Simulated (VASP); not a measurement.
# In2Te2S (P4/mbm) in VASP: single point with PBE

Aim: the single point of In2Te2S with PBE.

Program: VASP 6.6.1. These are calculated values, not measurements. Logs are shortened: lines on timing, memory, paths and dates and some standing lists are left out, and cuts for length are marked.

## 1. The cell of the first run

The structure is tetragonal, space group P4/mbm (No. 127). Conventional cell: a = 8.693 Å, b = 8.693 Å, c = 4.341 Å, α = 90.00°, β = 90.00°, γ = 90.00°. In (site symmetry m2m) has 6 Te at 3.27 to 3.42 Å and 4 S at 3.89 Å and 7 In at 4.20 to 4.56 Å within 4.6 Å. Within 4.4 Å of Te (site symmetry m2m) lie 3 Te at 3.19 to 4.34 Å and 6 In at 3.27 to 3.42 Å and 2 S at 3.41 Å. S (site symmetry 4/m) has 4 Te at 3.41 Å and 8 In at 3.89 Å and 2 S at 4.34 Å within 4.5 Å.

The cell was built from a structure type or drawn by symmetry, and may not be a known phase.

## 2. Single point, PBE

File INCAR:

```
PREC     = Accurate       # precision mode
ENCUT    = 520            # plane-wave cutoff, eV
EDIFF    = 1E-6           # SCF threshold, eV
ISMEAR   = 0              # smearing method
SIGMA    = 0.1            # smearing width, eV
LREAL    = F              # projectors in reciprocal space
LASPH    = T              # aspherical terms in the spheres
NELM     = 80             # most SCF steps
ALGO     = Normal         # electronic algorithm
ISIF     = 2              # what is computed and relaxed
LWAVE    = F              # write WAVECAR
LCHARG   = T              # write CHGCAR
GGA      = PE             # functional
LELF     = T              # ELF
LVHAR    = T            
NBANDS   = 55             # bands
```

File KPOINTS:

```
regular mesh
0
Gamma
  2 2 4
```

File POSCAR:

```
In2Te2S
1.0
    8.6930969100      0.0000000000      0.0000000000
    0.0000000000      8.6930969100      0.0000000000
    0.0000000000      0.0000000000      4.3413131900
In Te S
4 4 2
Direct
    0.6706321400      0.1706321400      0.5000000000
    0.3293678600      0.8293678600      0.5000000000
    0.1706321400      0.3293678600      0.5000000000
    0.8293678600      0.6706321400      0.5000000000
    0.1299375900      0.6299375900      0.0000000000
    0.8700624100      0.3700624100      0.0000000000
    0.6299375900      0.8700624100      0.0000000000
    0.3700624100      0.1299375900      0.0000000000
    0.0000000000      0.0000000000      0.0000000000
    0.5000000000      0.5000000000      0.0000000000
```

Potentials or basis: VASP PAW PBE potentials, release 64 (In_d, Te, S).

Run with:

```sh
$ cat potpaw_PBE.64/In_d/POTCAR potpaw_PBE.64/Te/POTCAR potpaw_PBE.64/S/POTCAR > POTCAR
$ mpirun -np 1 vasp_std > vasp.out
```

OUTCAR:

```text
PREC = Accurate
   ENCUT = 520
   EDIFF = 1E-6
   ISMEAR = 0
   LREAL = F
   LASPH = T
   NELM = 80
   ISIF = 2
   GGA = PE

 ion  position               nearest neighbor table
   1  0.671  0.171  0.500-   6 3.27   6 3.27   8 3.42   7 3.42   7 3.42   8 3.42
   2  0.329  0.829  0.500-   5 3.27   5 3.27   8 3.42   7 3.42   7 3.42   8 3.42
   3  0.171  0.329  0.500-   8 3.27   8 3.27   5 3.42   5 3.42   6 3.42   6 3.42
   4  0.829  0.671  0.500-   7 3.27   7 3.27   5 3.42   5 3.42   6 3.42   6 3.42
   5  0.130  0.630  0.000-   6 3.19   2 3.27   2 3.27   3 3.42   4 3.42   3 3.42   4 3.42
   6  0.870  0.370  0.000-   5 3.19   1 3.27   1 3.27   3 3.42   4 3.42   3 3.42   4 3.42
   7  0.630  0.870  0.000-   8 3.19   4 3.27   4 3.27   2 3.42   1 3.42   2 3.42   1 3.42
   8  0.370  0.130  0.000-   7 3.19   3 3.27   3 3.27   2 3.42   1 3.42   2 3.42   1 3.42
   9  0.000  0.000  0.000-
  10  0.500  0.500  0.000-

  LATTYP: Found a simple tetragonal cell.
 ALAT       =     8.6930969100
 C/A-ratio  =     0.4993977676

  Lattice vectors:

 A1 = (   8.6930969100,   0.0000000000,   0.0000000000)
 A2 = (   0.0000000000,   8.6930969100,   0.0000000000)
 A3 = (   0.0000000000,   0.0000000000,   4.3413131900)

Analysis of symmetry for initial positions (statically):
=====================================================================
 Subroutine PRICEL returns:
 Original cell was already a primitive cell.

 Routine SETGRP: Setting up the symmetry group for a
 simple tetragonal supercell.

 Subroutine GETGRP returns: Found 16 space group operations
 (whereof  8 operations were pure point group operations)
 out of a pool of 16 trial point group operations.

The static configuration has the point symmetry C_4h.
 The point group associated with its full space group is D_4h.

Analysis of symmetry for dynamics (positions and initial velocities):
=====================================================================
 Subroutine PRICEL returns:
 Original cell was already a primitive cell.

 Routine SETGRP: Setting up the symmetry group for a
 simple tetragonal supercell.

 Subroutine GETGRP returns: Found 16 space group operations
 (whereof  8 operations were pure point group operations)
 out of a pool of 16 trial point group operations.

The dynamic configuration has the point symmetry C_4h.
 The point group associated with its full space group is D_4h.

 Subroutine INISYM returns: Found 16 space group operations
 (whereof  8 operations are pure point group operations),
 and found     1 'primitive' translations

----------------------------------------------------------------------------------------

                                     Primitive cell

  volume of cell :     328.0728

  direct lattice vectors                    reciprocal lattice vectors
     8.693096910  0.000000000  0.000000000     0.115033803  0.000000000  0.000000000
     0.000000000  8.693096910  0.000000000     0.000000000  0.115033803  0.000000000
     0.000000000  0.000000000  4.341313190     0.000000000  0.000000000  0.230345049

  length of vectors
     8.693096910  8.693096910  4.341313190     0.115033803  0.115033803  0.230345049

  position of ions in fractional coordinates (direct lattice)
     0.670632140  0.170632140  0.500000000
     0.329367860  0.829367860  0.500000000
     0.170632140  0.329367860  0.500000000
     0.829367860  0.670632140  0.500000000
     0.129937590  0.629937590  0.000000000
     0.870062410  0.370062410  0.000000000
     0.629937590  0.870062410  0.000000000
     0.370062410  0.129937590  0.000000000
     0.000000000  0.000000000  0.000000000
     0.500000000  0.500000000  0.000000000

  ion indices of the primitive-cell ions
   primitive index   ion index
                 1           1
                 2           2
                 3           3
                 4           4
                 5           5
                 6           6
                 7           7
                 8           8
                 9           9
                10          10

----------------------------------------------------------------------------------------

 KPOINTS: regular mesh

Automatic generation of k-mesh.
 Grid dimensions read from file:
 generate k-points for:    2    2    4

 Generating k-lattice:

  Cartesian coordinates                     Fractional coordinates (reciprocal lattice)
     0.057516902  0.000000000  0.000000000     0.500000000  0.000000000  0.000000000
     0.000000000  0.057516902  0.000000000     0.000000000  0.500000000  0.000000000
     0.000000000  0.000000000  0.057586262     0.000000000  0.000000000  0.250000000

  Length of vectors
     0.057516902  0.057516902  0.057586262

  Shift w.r.t. Gamma in fractional coordinates (k-lattice)
     0.000000000  0.000000000  0.000000000

 Subroutine IBZKPT returns following result:
 ===========================================

 Found      9 irreducible k-points:

 Following reciprocal coordinates:
            Coordinates               Weight
  0.000000  0.000000  0.000000      1.000000
  0.500000  0.000000  0.000000      2.000000
  0.500000  0.500000  0.000000      1.000000
  0.000000  0.000000  0.250000      2.000000
  0.500000  0.000000  0.250000      4.000000
  0.500000  0.500000  0.250000      2.000000
  0.000000  0.000000  0.500000      1.000000
  0.500000  0.000000  0.500000      2.000000
  0.500000  0.500000  0.500000      1.000000
   k-points           NKPTS =      9   k-points in BZ     NKDIM =      9   number of bands    NBANDS=     55
   number of dos      NEDOS =    301   number of ions     NIONS =     10
   total plane-waves  NPLWV = 156800
   dimension x,y,z NGX =    70 NGY =   70 NGZ =   32
   dimension x,y,z NGXF=   140 NGYF=  140 NGZF=   64
   ions per type =               4   4   2
   NGX,Y,Z   is equivalent  to a cutoff of  13.39, 13.39, 12.25 a.u.
   NGXF,Y,Z  is equivalent  to a cutoff of  26.77, 26.77, 24.51 a.u.
 SYSTEM =  unknown system
   PREC   = accura    normal or accurate (medium, high low for compatibility)
   ISTART =      0    job   : 0-new  1-cont  2-samecut
   ICHARG =      2    charge: 1-file 2-atom 10-const
   ISPIN  =      1    spin polarized calculation?
   LNONCOLLINEAR =      F non collinear calculations
   LSORBIT =      F    spin-orbit coupling
   LASPH  =      T    aspherical Exc in radial PAW
   ENCUT  =  520.0 eV  38.22 Ry    6.18 a.u.  16.16 16.16  8.07*2*pi/ulx,y,z
   NELM   =     80;   NELMIN=  2; NELMDL= -5     # of ELM steps
   EDIFF  = 0.1E-05   stopping-criterion for ELM
   LREAL  =      F    real-space projection
   EDIFFG = 0.1E-04   stopping-criterion for IOM
   NSW    =      0    number of steps for IOM
   IBRION =     -1    ionic relax: 0-MD 1-quasi-New 2-CG
   NFREE  =      0    steps in history (QN), initial steepest desc. (CG)
   ISIF   =      2    stress and relaxation
   ISYM   =      2    0-nonsym 1-usesym 2-fastsym
   POTIM  = 0.5000    time-step for ionic-motion
   TEBEG  =    0.0;   TEEND  =   0.0 temperature during run
   PSTRESS=    0.0 pullay stress
   NELECT =      88.0000    total number of electrons
   NUPDOWN=      -1.0000    fix difference up-down
   EMIN   =  10.00;   EMAX   =-10.00  energy-range for DOS
   EFERMI =   0.00;   METHOD = LEGACY
   ISMEAR =     0;   SIGMA  =   0.10  broadening in eV -4-tet -1-fermi 0-gaus
   EFERMI_NEDOS =   21; number of points for ismear=-14 and -15
   IALGO  =     38    algorithm
   IMIX   =      4    mixing-type and parameters
     AMIX     =   0.40;   BMIX     =  1.00
     AMIX_MAG =   1.60;   BMIX_MAG =  1.00
  volume/ion in A,a.u.               =      32.81       221.39
  Fermi-wavevector in a.u.,A,eV,Ry     =   1.055794  1.995160 15.166414  1.114700
  Thomas-Fermi vector in A             =   2.191005
   LORBIT       =      0    0 simple, 1 ext, 2 COOP (PROOUT), +10 PAW based schemes
   GGA     = PE    functional components
   LHFCALC =     F    Hartree Fock is set to
   AEXX    =    0.0000 exact exchange contribution
   IVDW    =     0    specifies the selected vdW correction
   LEPSILON=     F    determine dielectric tensor
   LRPA    =     F    only Hartree local field effects (RPA)
 non-spin polarized calculation
 Gauss-broadening in eV      SIGMA  =   0.10
  energy-cutoff  :      520.00
  volume of cell :      328.07
 maximum number of plane-waves:      8888
 NGX is ok and might be reduce to    70
   NGX = 33   NGY = 33   NGZ = 17

 number of electron      88.0000002 magnetization

 Free energy of the ion-electron system (eV)
  ---------------------------------------------------
  ext. energy  EPLUGINS =         0.00000000
  ---------------------------------------------------
  free energy    TOTEN  =       -28.88783214 eV

  energy without entropy =      -28.78300147  energy(sigma->0) =      -28.83541681

 E-fermi :   4.2547     XC(G=0):  -8.9296

 val. band max:        4.2484640798   @ k =   0.0000   0.0000   0.2500
 cond. band min:       4.2602967809   @ k =   0.5000   0.0000   0.0000
 fundamental gap:      0.0118327011
 Fermi energy:         4.2547477740

 k-point     1 :       0.0000    0.0000    0.0000
  band No.  band energies     occupation
      1      -9.8460      2.00000
      2      -9.8352      2.00000
      3      -9.8352      2.00000
      4      -9.8350      2.00000
      5      -9.8298      2.00000
      6      -9.8298      2.00000
[... 47 lines left out ...]
     54       7.8803      0.00000
     55       8.0673      0.00000

 k-point     2 :       0.5000    0.0000    0.0000
  band No.  band energies     occupation
      1      -9.8469      2.00000
      2      -9.8469      2.00000
      3      -9.8342      2.00000
      4      -9.8342      2.00000
      5      -9.8273      2.00000
      6      -9.8273      2.00000
[... 47 lines left out ...]
     54       7.8300      0.00000
     55       8.3663      0.00000
[... 346 lines left out ...]
     54       7.9726      0.00000
     55       8.4047      0.00000

 k-point     9 :       0.5000    0.5000    0.5000
  band No.  band energies     occupation
      1      -9.8692      2.00000
      2      -9.8692      2.00000
      3      -9.8451      2.00000
      4      -9.8451      2.00000
      5      -9.8292      2.00000
      6      -9.8292      2.00000
[... 47 lines left out ...]
     54       7.6496      0.00000
     55       8.4503      0.00000

------------------------ aborting loop because EDIFF is reached ----------------------------------------

  FORCE on cell =-STRESS in cart. coord.  units (eV):
  Direction    XX          YY          ZZ          XY          YZ          ZX
  --------------------------------------------------------------------------------------
  -------------------------------------------------------------------------------------
  Total       -9.4205176     -9.4205176     -3.2428793      0.0000000      0.0000000      0.0000000
  in kB      -46.0060755    -46.0060755    -15.8369377      0.0000000      0.0000000      0.0000000
  external PRESSURE =     -35.9496962 kB  Pullay stress =       0.0000000 kB

 VOLUME and BASIS-vectors are now :
 -----------------------------------------------------------------------------
  energy-cutoff  :      520.00
  volume of cell :      328.07
      direct lattice vectors                 reciprocal lattice vectors
     8.693096910  0.000000000  0.000000000     0.115033803  0.000000000  0.000000000
     0.000000000  8.693096910  0.000000000     0.000000000  0.115033803  0.000000000
     0.000000000  0.000000000  4.341313190     0.000000000  0.000000000  0.230345049

 POSITION                                       TOTAL-FORCE (eV/Angst)
 -----------------------------------------------------------------------------------
      5.82987      1.48332      2.17066         0.132456      0.132456      0.000000
      2.86323      7.20978      2.17066        -0.132456     -0.132456      0.000000
      1.48332      2.86323      2.17066         0.132456     -0.132456      0.000000
      7.20978      5.82987      2.17066        -0.132456      0.132456     -0.000000
      1.12956      5.47611      0.00000         0.224360      0.224360     -0.000000
      7.56354      3.21699      0.00000        -0.224360     -0.224360      0.000000
      5.47611      7.56354      0.00000         0.224360     -0.224360      0.000000
      3.21699      1.12956      0.00000        -0.224360      0.224360     -0.000000
      0.00000      0.00000      0.00000         0.000000      0.000000      0.000000
      4.34655      4.34655      0.00000         0.000000      0.000000      0.000000
 -----------------------------------------------------------------------------------
    total drift:                                0.000000      0.000000      0.000000

  FREE ENERGIE OF THE ION-ELECTRON SYSTEM (eV)
  ---------------------------------------------------
  free  energy   TOTEN  =       -28.8878321450 eV

  energy  without entropy=      -28.7830014677  energy(sigma->0) =      -28.83541681
```

Run time: 7.5 min. Hardware: 1 thread of Intel Xeon 8259CL, shared host; peak memory 0.47 GiB.

What came out:

```
Free energy            : -28.8878 eV
Pressure               : -3.6 GPa
Largest force          : 0.317 eV/Å
Band gap on the k mesh : zero (bands 44 and 45 overlap by 0.30 eV)
```

Forces on the atoms (eV/Å):
```
In   0.132  0.132  0.000
In  -0.132 -0.132  0.000
In   0.132 -0.132  0.000
In  -0.132  0.132  0.000
Te   0.224  0.224  0.000
Te  -0.224 -0.224  0.000
Te   0.224 -0.224  0.000
Te  -0.224  0.224  0.000
S    0.000  0.000  0.000
S    0.000  0.000  0.000
```

Caveat: the k points lie up to 0.36 Å⁻¹ apart; spin-orbit coupling is left out, which moves the levels of the heavy elements.
